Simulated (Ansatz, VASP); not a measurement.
SnO2 in VASP and in Ansatz

```xyz
12
Lattice="3.2373 1.8691 4.2908 -3.2373 1.8691 4.2908 0.0000 -3.7382 4.2908" Properties=species:S:1:pos:R:3 pbc="T T T"
Sn   -0.0117   -0.0068   11.1319
Sn   -0.0116   -1.8758    6.8412
Sn   -1.6303    0.9278    6.8412
Sn    1.6070    0.9278    6.8412
O    -1.6351   -0.9440    5.8505
O     1.6021   -0.9439    5.8508
O    -0.0164    1.8595    5.8508
O     0.1029    0.0594    7.8317
O    -0.0165   -0.0095    1.5600
O     0.1031   -1.8097    3.5407
O    -1.5157    0.9941    3.5407
O     1.7216    0.9940    3.5407
```

Change from the starting cell: mode 20 frozen in at +0.050 Å and mode 26 at -0.069 Å (largest displacements).

Alike in both runs: task single point; functional PBE; dispersion D3(BJ); k mesh 6 × 6 × 6; occupations gaussian, width 0.05 eV; no spin polarisation.

|  | VASP | Ansatz |
| --- | --- | --- |
| version | VASP 6.6.1 | Ansatz 0.2.0 |
| potentials or method | VASP PAW PBE potentials, release 64 (Sn_d, O), cutoff 520 eV | scalar-relativistic, plane waves, PAW |
| valence electrons in the cell | 104 | 104 |

VASP gave:

| Item | Value |
| --- | --- |
| gap on the k mesh at the Fermi level (eV) | 1.54 |
| least direct gap on the mesh (eV) | 1.54 |
| pressure (GPa) | 1.9 |
| traceless stress, the component that is largest in VASP (GPa) | -5.77 |
| rms of the force components (eV/Å) | 0.673 |

Question: What did Ansatz give for the same quantities?

Answer: gap on the k mesh at the Fermi level (eV): 1.56; least direct gap on the mesh (eV): 1.56; pressure (GPa): 1.2; traceless stress, the component that is largest in VASP (GPa): -5.67; rms of the force components (eV/Å): 0.655.

Atom by atom the forces differ by 0.031 eV/Å (rms over components).
